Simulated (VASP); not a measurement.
# Co (P6_3/mmc) in VASP: further runs

Runs on Co. Level: PBEsol. Tasks: single point.

Everything below comes from runs of VASP 6.6.1. Logs are shortened: lines on timing, memory, paths and dates and some standing lists are left out, and cuts for length are marked.

**1. The cell of the first run**

Symmetry: P6_3/mmc, No. 194, hexagonal system. The conventional cell has a = 2.496 Å, b = 2.496 Å, c = 4.034 Å, α = 90.00°, β = 90.00°, γ = 120.00°. Co (site symmetry -6m2) has 12 Co at 2.48 to 2.50 Å within 3.3 Å.

**2. Single point, PBEsol, collinear spin, ferromagnetic start**

File INCAR:

```
SYSTEM = Co
ALGO = Normal ; EDIFF = 1E-6
ENCUT = 520 ; GGA = PS
ISIF = 2 ; ISMEAR = 0
ISPIN = 2 ; LASPH = .True.
LCHARG = .False. ; LMAXMIX = 4
LORBIT = 11 ; LREAL = .False.
LWAVE = .False. ; MAGMOM = 1.79 1.79
NBANDS = 20 ; NELM = 150
PREC = Accurate ; SIGMA = 0.15
```

File KPOINTS:

```
k-points
0
Gamma
  21 21 12
  0 0 0
```

File POSCAR:

```
Co
1.0
    2.4965000000      0.0000000000      0.0000000000
   -1.2482500000      2.1620324205      0.0000000000
    0.0000000000      0.0000000000      4.0335000000
Co
2
Direct
    0.3333333333      0.6666666667      0.2500000000
    0.6666666667      0.3333333333      0.7500000000
```

Potentials or basis: VASP PAW PBE potentials, release 64 (Co).

Command:

```sh
cat potpaw_PBE.64/Co/POTCAR > POTCAR
mpirun -np 1 vasp_std > vasp.out
```

OUTCAR:

```text
SYSTEM = Co
   EDIFF = 1E-6
   ENCUT = 520
   GGA = PS
   ISIF = 2
   ISMEAR = 0
   ISPIN = 2
   LASPH = .True.
   LORBIT = 11
   LREAL = .False.
   NELM = 150
   PREC = Accurate

 ion  position               nearest neighbor table
   1  0.333  0.667  0.250-   2 2.48   2 2.48   2 2.48   2 2.48   2 2.48   2 2.48
   2  0.667  0.333  0.750-   1 2.48   1 2.48   1 2.48   1 2.48   1 2.48   1 2.48

  LATTYP: Found a hexagonal cell.
 ALAT       =     2.4965000000
 C/A-ratio  =     1.6156619267

  Lattice vectors:

 A1 = (   2.4965000000,   0.0000000000,   0.0000000000)
 A2 = (  -1.2482500000,   2.1620324205,   0.0000000000)
 A3 = (   0.0000000000,   0.0000000000,   4.0335000000)

Analysis of symmetry for initial positions (statically):
=====================================================================
 Subroutine PRICEL returns:
 Original cell was already a primitive cell.

 Routine SETGRP: Setting up the symmetry group for a
 hexagonal supercell.

 Subroutine GETGRP returns: Found 24 space group operations
 (whereof 12 operations were pure point group operations)
 out of a pool of 24 trial point group operations.

The static configuration has the point symmetry D_3d.
 The point group associated with its full space group is D_6h.

Analysis of symmetry for dynamics (positions and initial velocities):
=====================================================================
 Subroutine PRICEL returns:
 Original cell was already a primitive cell.

 Routine SETGRP: Setting up the symmetry group for a
 hexagonal supercell.

 Subroutine GETGRP returns: Found 24 space group operations
 (whereof 12 operations were pure point group operations)
 out of a pool of 24 trial point group operations.

The dynamic configuration has the point symmetry D_3d.
 The point group associated with its full space group is D_6h.

Analysis of structural, dynamic, and magnetic symmetry:
=====================================================================
 Subroutine PRICEL returns:
 Original cell was already a primitive cell.

 Routine SETGRP: Setting up the symmetry group for a
 hexagonal supercell.

 Subroutine GETGRP returns: Found 24 space group operations
 (whereof 12 operations were pure point group operations)
 out of a pool of 24 trial point group operations.

The overall configuration has the point symmetry D_3d.
 The point group associated with its full space group is D_6h.

 Subroutine INISYM returns: Found 24 space group operations
 (whereof 12 operations are pure point group operations),
 and found     1 'primitive' translations
[... 117 lines left out ...]
  Fermi-wavevector in a.u.,A,eV,Ry     =   1.536528  2.903616 32.122230  2.360917
  Thomas-Fermi vector in A             =   2.643164
   LORBIT       =     11    0 simple, 1 ext, 2 COOP (PROOUT), +10 PAW based schemes
   GGA     = PS    functional components
   LHFCALC =     F    Hartree Fock is set to
   AEXX    =    0.0000 exact exchange contribution
   IVDW    =     0    specifies the selected vdW correction
   LEPSILON=     F    determine dielectric tensor
   LRPA    =     F    only Hartree local field effects (RPA)
 spin polarized calculation
 Gauss-broadening in eV      SIGMA  =   0.15
  energy-cutoff  :      520.00
  volume of cell :       21.77
 maximum number of plane-waves:       606
 NGX is ok and might be reduce to    20
   NGX =  9   NGY =  9   NGZ = 15

 number of electron      17.9999997 magnetization       3.2029745

 Free energy of the ion-electron system (eV)
  ---------------------------------------------------
  ext. energy  EPLUGINS =         0.00000000
  ---------------------------------------------------
  free energy    TOTEN  =       -15.44167713 eV

  energy without entropy =      -15.42085067  energy(sigma->0) =      -15.43126390

 E-fermi :  10.0183     XC(G=0): -13.5591

 val. band max:       10.0143378999   @ k =   0.2381   0.1429   0.4167
 cond. band min:      10.0189317516   @ k =   0.2857   0.2381   0.4167
 fundamental gap:      0.0045938517
 Fermi energy:        10.0182807097

 spin component 1

 k-point     1 :       0.0000    0.0000    0.0000
  band No.  band energies     occupation
      1       1.0725      1.00000
      2       4.8963      1.00000
      3       7.4398      1.00000
      4       7.4583      1.00000
      5       7.4583      1.00000
      6       7.7714      1.00000
[... 541 lines left out ...]
     19      34.9217      0.00000
     20      35.9408      0.00000

 [... further k-points ...]

 spin component 2

 k-point     1 :       0.0000    0.0000    0.0000
  band No.  band energies     occupation
      1       1.1282      1.00000
      2       5.8474      1.00000
      3       9.0487      1.00000
      4       9.0682      1.00000
      5       9.0682      1.00000
      6       9.4337      1.00000
[... 541 lines left out ...]
     19      35.1839      0.00000
     20      36.3845      0.00000

 [... further k-points ...]

------------------------ aborting loop because EDIFF is reached ----------------------------------------

  FORCE on cell =-STRESS in cart. coord.  units (eV):
  Direction    XX          YY          ZZ          XY          YZ          ZX
  --------------------------------------------------------------------------------------
  -------------------------------------------------------------------------------------
  Total       -1.5283248     -1.5283248     -1.5218764      0.0000000     -0.0000000      0.0000000
  in kB     -112.4735548   -112.4735548   -111.9989944      0.0000000     -0.0000000      0.0000000
  external PRESSURE =    -112.3153680 kB  Pullay stress =       0.0000000 kB

 VOLUME and BASIS-vectors are now :
 -----------------------------------------------------------------------------
  energy-cutoff  :      520.00
  volume of cell :       21.77
      direct lattice vectors                 reciprocal lattice vectors
     2.496500000  0.000000000  0.000000000     0.400560785  0.231263877  0.000000000
    -1.248250000  2.162032421  0.000000000     0.000000000  0.462527754  0.000000000
     0.000000000  0.000000000  4.033500000     0.000000000  0.000000000  0.247923640

 POSITION                                       TOTAL-FORCE (eV/Angst)
 -----------------------------------------------------------------------------------
     -0.00000      1.44135      1.00838         0.000000      0.000000      0.000000
      1.24825      0.72068      3.02513        -0.000000      0.000000      0.000000
 -----------------------------------------------------------------------------------
    total drift:                                0.000000      0.000000     -0.000000

  FREE ENERGIE OF THE ION-ELECTRON SYSTEM (eV)
  ---------------------------------------------------
  free  energy   TOTEN  =       -15.4416771271 eV

  energy  without entropy=      -15.4208506739  energy(sigma->0) =      -15.43126390

 total charge

# of ion       s       p       d       tot
------------------------------------------
    1        0.487   0.522   7.255   8.264
    2        0.487   0.522   7.255   8.264
--------------------------------------------------
tot          0.975   1.043  14.511  16.529

 magnetization (x)

# of ion       s       p       d       tot
------------------------------------------
    1       -0.015  -0.051   1.683   1.618
    2       -0.015  -0.051   1.683   1.618
--------------------------------------------------
tot         -0.029  -0.102   3.367   3.235
```

It took 2.9 min on 1 thread of Oxide Virtual Turin-like, shared host; peak memory 0.27 GiB.

What came out:

```
Free energy                                           : -15.4417 eV
Pressure                                              : -11.2 GPa
Net moment                                            : 3.20 μB per cell
Site moments                                          : Co +1.62 μB
Valence electrons inside the program's atomic spheres : Co 8.26
```

Caveat: the cell stands under tension; the PAW data sets were made with another functional, which shifts forces and pressure a little.

**3. Single point, PBEsol, collinear spin, ferromagnetic start**

This run uses another cell than the first one, of 10.53 Å³/atom.

File INCAR:

```
PREC = Accurate
ENCUT = 520
EDIFF = 1E-6
ISMEAR = 0
SIGMA = 0.15
LREAL = False
LASPH = True
NELM = 150
ALGO = Normal
ISIF = 2
LWAVE = False
LCHARG = False
ISPIN = 2
MAGMOM = 1.79 1.79
LORBIT = 11
LMAXMIX = 4
GGA = PS
NBANDS = 20
```

File KPOINTS:

```
Automatic mesh
0
Gamma
  21 21 12
```

File POSCAR:

```
Co
1.0
    2.4555255296      0.0000000000      0.0000000000
   -1.2277627648      2.1265474882      0.0000000000
    0.0000000000      0.0000000000      4.0335000000
Co
2
Direct
    0.3333333333      0.6666666667      0.2500000000
    0.6666666667      0.3333333333      0.7500000000
```

Potentials or basis: VASP PAW PBE potentials, release 64 (Co).

Command:

```sh
cat potpaw_PBE.64/Co/POTCAR > POTCAR
mpirun -np 1 vasp_std > vasp.out
```

OUTCAR:

```text
PREC = Accurate
   ENCUT = 520
   EDIFF = 1E-6
   ISMEAR = 0
   LREAL = False
   LASPH = True
   NELM = 150
   ISIF = 2
   ISPIN = 2
   LORBIT = 11
   GGA = PS

 ion  position               nearest neighbor table
   1  0.333  0.667  0.250-   2 2.47   2 2.47   2 2.47   2 2.47   2 2.47   2 2.47
   2  0.667  0.333  0.750-   1 2.47   1 2.47   1 2.47   1 2.47   1 2.47   1 2.47

  LATTYP: Found a hexagonal cell.
 ALAT       =     2.4555255296
 C/A-ratio  =     1.6426218955

  Lattice vectors:

 A1 = (   2.4555255296,   0.0000000000,   0.0000000000)
 A2 = (  -1.2277627648,   2.1265474882,   0.0000000000)
 A3 = (   0.0000000000,   0.0000000000,   4.0335000000)

Analysis of symmetry for initial positions (statically):
=====================================================================
 Subroutine PRICEL returns:
 Original cell was already a primitive cell.

 Routine SETGRP: Setting up the symmetry group for a
 hexagonal supercell.

 Subroutine GETGRP returns: Found 24 space group operations
 (whereof 12 operations were pure point group operations)
 out of a pool of 24 trial point group operations.

The static configuration has the point symmetry D_3d.
 The point group associated with its full space group is D_6h.

Analysis of symmetry for dynamics (positions and initial velocities):
=====================================================================
 Subroutine PRICEL returns:
 Original cell was already a primitive cell.

 Routine SETGRP: Setting up the symmetry group for a
 hexagonal supercell.

 Subroutine GETGRP returns: Found 24 space group operations
 (whereof 12 operations were pure point group operations)
 out of a pool of 24 trial point group operations.

The dynamic configuration has the point symmetry D_3d.
 The point group associated with its full space group is D_6h.

Analysis of structural, dynamic, and magnetic symmetry:
=====================================================================
 Subroutine PRICEL returns:
 Original cell was already a primitive cell.

 Routine SETGRP: Setting up the symmetry group for a
 hexagonal supercell.

 Subroutine GETGRP returns: Found 24 space group operations
 (whereof 12 operations were pure point group operations)
 out of a pool of 24 trial point group operations.

The overall configuration has the point symmetry D_3d.
 The point group associated with its full space group is D_6h.

 Subroutine INISYM returns: Found 24 space group operations
 (whereof 12 operations are pure point group operations),
 and found     1 'primitive' translations

----------------------------------------------------------------------------------------

                                     Primitive cell

  volume of cell :      21.0621

  direct lattice vectors                    reciprocal lattice vectors
     2.455525530  0.000000000  0.000000000     0.407244799  0.235122894  0.000000000
    -1.227762765  2.126547488  0.000000000     0.000000000  0.470245788  0.000000000
     0.000000000  0.000000000  4.033500000     0.000000000  0.000000000  0.247923640

  length of vectors
     2.455525530  2.455525530  4.033500000     0.470245788  0.470245788  0.247923640

  position of ions in fractional coordinates (direct lattice)
     0.333333333  0.666666667  0.250000000
     0.666666667  0.333333333  0.750000000

  ion indices of the primitive-cell ions
[... 69 lines left out ...]
   ISPIN  =      2    spin polarized calculation?
   LNONCOLLINEAR =      F non collinear calculations
   LSORBIT =      F    spin-orbit coupling
   LASPH  =      T    aspherical Exc in radial PAW
   ENCUT  =  520.0 eV  38.22 Ry    6.18 a.u.   4.57  4.57  7.50*2*pi/ulx,y,z
   NELM   =    150;   NELMIN=  2; NELMDL= -5     # of ELM steps
   EDIFF  = 0.1E-05   stopping-criterion for ELM
   LREAL  =      F    real-space projection
   EDIFFG = 0.1E-04   stopping-criterion for IOM
   NSW    =      0    number of steps for IOM
   IBRION =     -1    ionic relax: 0-MD 1-quasi-New 2-CG
   NFREE  =      0    steps in history (QN), initial steepest desc. (CG)
   ISIF   =      2    stress and relaxation
   ISYM   =      2    0-nonsym 1-usesym 2-fastsym
   POTIM  = 0.5000    time-step for ionic-motion
   TEBEG  =    0.0;   TEEND  =   0.0 temperature during run
   PSTRESS=    0.0 pullay stress
   NELECT =      18.0000    total number of electrons
   NUPDOWN=      -1.0000    fix difference up-down
   EMIN   =  10.00;   EMAX   =-10.00  energy-range for DOS
   EFERMI =   0.00;   METHOD = LEGACY
   ISMEAR =     0;   SIGMA  =   0.15  broadening in eV -4-tet -1-fermi 0-gaus
   EFERMI_NEDOS =   21; number of points for ismear=-14 and -15
   IALGO  =     38    algorithm
   IMIX   =      4    mixing-type and parameters
     AMIX     =   0.40;   BMIX     =  1.00
     AMIX_MAG =   1.60;   BMIX_MAG =  1.00
  volume/ion in A,a.u.               =      10.53        71.07
  Fermi-wavevector in a.u.,A,eV,Ry     =   1.553573  2.935828 32.838893  2.413591
  Thomas-Fermi vector in A             =   2.657785
   LORBIT       =     11    0 simple, 1 ext, 2 COOP (PROOUT), +10 PAW based schemes
   GGA     = PS    functional components
   LHFCALC =     F    Hartree Fock is set to
   AEXX    =    0.0000 exact exchange contribution
   IVDW    =     0    specifies the selected vdW correction
   LEPSILON=     F    determine dielectric tensor
   LRPA    =     F    only Hartree local field effects (RPA)
 spin polarized calculation
 Gauss-broadening in eV      SIGMA  =   0.15
  energy-cutoff  :      520.00
  volume of cell :       21.06
 maximum number of plane-waves:       580
   NGX =  9   NGY =  9   NGZ = 15

 number of electron      17.9999981 magnetization       3.1524215

 Free energy of the ion-electron system (eV)
  ---------------------------------------------------
  ext. energy  EPLUGINS =         0.00000000
  ---------------------------------------------------
  free energy    TOTEN  =       -15.47329090 eV

  energy without entropy =      -15.45331283  energy(sigma->0) =      -15.46330186

 E-fermi :  10.4996     XC(G=0): -13.7561

 val. band max:       10.4991751134   @ k =   0.1905   0.1905   0.4167
 cond. band min:      10.5003019571   @ k =   0.2381   0.0476   0.3333
 fundamental gap:      0.0011268436
 Fermi energy:        10.4995696852

 spin component 1

 k-point     1 :       0.0000    0.0000    0.0000
  band No.  band energies     occupation
      1       1.3484      1.00000
      2       5.1983      1.00000
      3       7.7876      1.00000
      4       7.9011      1.00000
      5       7.9012      1.00000
      6       8.2131      1.00000
[... 541 lines left out ...]
     19      36.0939      0.00000
     20      37.2290      0.00000

 [... further k-points ...]

 spin component 2

 k-point     1 :       0.0000    0.0000    0.0000
  band No.  band energies     occupation
      1       1.4124      1.00000
      2       6.1196      1.00000
      3       9.3534      1.00000
      4       9.4801      1.00000
      5       9.4801      1.00000
      6       9.8415      1.00000
[... 541 lines left out ...]
     19      36.3641      0.00000
     20      37.6673      0.00000

 [... further k-points ...]

------------------------ aborting loop because EDIFF is reached ----------------------------------------

  FORCE on cell =-STRESS in cart. coord.  units (eV):
  Direction    XX          YY          ZZ          XY          YZ          ZX
  --------------------------------------------------------------------------------------
  -------------------------------------------------------------------------------------
  Total       -0.3622253     -0.3622253     -1.0302682      0.0000000      0.0000000      0.0000000
  in kB      -27.5541964    -27.5541964    -78.3716990      0.0000000      0.0000000      0.0000000
  external PRESSURE =     -44.4933640 kB  Pullay stress =       0.0000000 kB

 VOLUME and BASIS-vectors are now :
 -----------------------------------------------------------------------------
  energy-cutoff  :      520.00
  volume of cell :       21.06
      direct lattice vectors                 reciprocal lattice vectors
     2.455525530  0.000000000  0.000000000     0.407244799  0.235122894  0.000000000
    -1.227762765  2.126547488  0.000000000     0.000000000  0.470245788  0.000000000
     0.000000000  0.000000000  4.033500000     0.000000000  0.000000000  0.247923640

 POSITION                                       TOTAL-FORCE (eV/Angst)
 -----------------------------------------------------------------------------------
     -0.00000      1.41770      1.00838         0.000000     -0.000000      0.000000
      1.22776      0.70885      3.02513        -0.000000      0.000000      0.000000
 -----------------------------------------------------------------------------------
    total drift:                               -0.000000      0.000000     -0.000000

  FREE ENERGIE OF THE ION-ELECTRON SYSTEM (eV)
  ---------------------------------------------------
  free  energy   TOTEN  =       -15.4732908955 eV

  energy  without entropy=      -15.4533128311  energy(sigma->0) =      -15.46330186

 total charge

# of ion       s       p       d       tot
------------------------------------------
    1        0.501   0.551   7.278   8.331
    2        0.501   0.551   7.278   8.331
--------------------------------------------------
tot          1.003   1.102  14.557  16.662

 magnetization (x)

# of ion       s       p       d       tot
------------------------------------------
    1       -0.015  -0.051   1.652   1.586
    2       -0.015  -0.051   1.652   1.586
--------------------------------------------------
tot         -0.030  -0.102   3.304   3.172
```

OSZICAR:

```text
N       E                     dE             d eps       ncg     rms          rms(c)
DAV:   1     0.833044404389E+02    0.83304E+02   -0.78504E+03 28528   0.119E+03
DAV:   2    -0.134536340550E+02   -0.96758E+02   -0.87036E+02 27200   0.217E+02
DAV:   3    -0.179365426186E+02   -0.44829E+01   -0.42843E+01 30480   0.563E+01
DAV:   4    -0.180051747990E+02   -0.68632E-01   -0.68574E-01 32860   0.613E+00
DAV:   5    -0.180071555856E+02   -0.19808E-02   -0.19807E-02 31188   0.995E-01    0.162E+01
DAV:   6    -0.159414309641E+02    0.20657E+01   -0.82817E+00 30516   0.602E+01    0.720E+00
DAV:   7    -0.155145108220E+02    0.42692E+00   -0.12891E+00 31732   0.215E+01    0.390E+00
DAV:   8    -0.154908726225E+02    0.23638E-01   -0.15919E-02 36532   0.119E+00    0.179E+00
DAV:   9    -0.154740175877E+02    0.16855E-01   -0.24607E-03 45152   0.918E-01    0.549E-01
DAV:  10    -0.154733958335E+02    0.62175E-03   -0.63277E-04 35928   0.336E-01    0.141E-01
DAV:  11    -0.154733028065E+02    0.93027E-04   -0.42343E-05 38484   0.838E-02    0.317E-02
DAV:  12    -0.154732933879E+02    0.94185E-05   -0.52894E-06 29736   0.184E-02    0.186E-02
DAV:  13    -0.154732911269E+02    0.22611E-05   -0.21547E-06 24844   0.181E-02    0.983E-03
DAV:  14    -0.154732908955E+02    0.23134E-06   -0.52334E-07 17724   0.673E-03
   1 F= -.15473291E+02 E0= -.15463302E+02  d E =-.199781E-01  mag=     3.1527
```

Wall time 3.4 min (1 thread of Oxide Virtual Turin-like, shared host); peak memory 0.25 GiB.

What came out:

```
Free energy                                           : -15.4733 eV
Pressure                                              : -4.4 GPa
Net moment                                            : 3.15 μB per cell
Site moments                                          : Co +1.59 μB
Valence electrons inside the program's atomic spheres : Co 8.33
```

Stress tensor (GPa, compression positive):
```
-2.76  0.00  0.00
 0.00 -2.76  0.00
 0.00  0.00 -7.84
```

Caveat: the stress differs along the axes, from -8 to -3 GPa; the PAW data sets were made with another functional, which shifts forces and pressure a little.

(Part 1 of 2 ends here.)
